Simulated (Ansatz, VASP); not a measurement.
**One calculation of Si5GeC6, two programs**

```xyz
12
Lattice="3.1178 0.0000 0.0000 -1.5589 2.7001 0.0000 0.0000 0.0000 15.3652" Properties=species:S:1:pos:R:3 pbc="T T T"
Si    1.5589    0.9000    0.0812
Si    1.5589    0.9000    5.1485
Si    1.5589    0.9000   10.2115
Si    0.0000    0.0000    2.6153
Si    0.0000    0.0000    7.6819
Ge    0.0000    0.0000   12.8222
C     1.5589    0.9000    1.9901
C     1.5589    0.9000    7.0563
C     1.5589    0.9000   12.1062
C     0.0000    0.0000    4.5231
C     0.0000    0.0000    9.5893
C     0.0000    0.0000   14.8318
```

Alike in both runs: functional PBE; k mesh 12 × 12 × 2; occupations gaussian, width 0.02 eV; no spin polarisation.

Ansatz relaxed the structure, and its values are those at the end. VASP's run is a single point on that final structure, the one shown.

|  | VASP | Ansatz |
| --- | --- | --- |
| version | VASP 6.6.1 | Ansatz 0.2.0 |
| potentials or method | VASP PAW PBE potentials, release 64 (Si, Ge_d, C), cutoff 520 eV | scalar-relativistic, plane waves, PAW |
| valence electrons in the cell | 58 | 58 |

|  | VASP | Ansatz | Ansatz less VASP |
| --- | --- | --- | --- |
| gap on the k mesh at the Fermi level (eV) | 2.16 | 2.16 | +0.005 |
| least direct gap on the mesh (eV) | 3.80 | 3.81 | +0.003 |
| pressure (GPa) | -0.1 | 0.0 | +0.09 |
| rms of the force components (eV/Å) | 0.005 | 0.001 | -0.0047 |
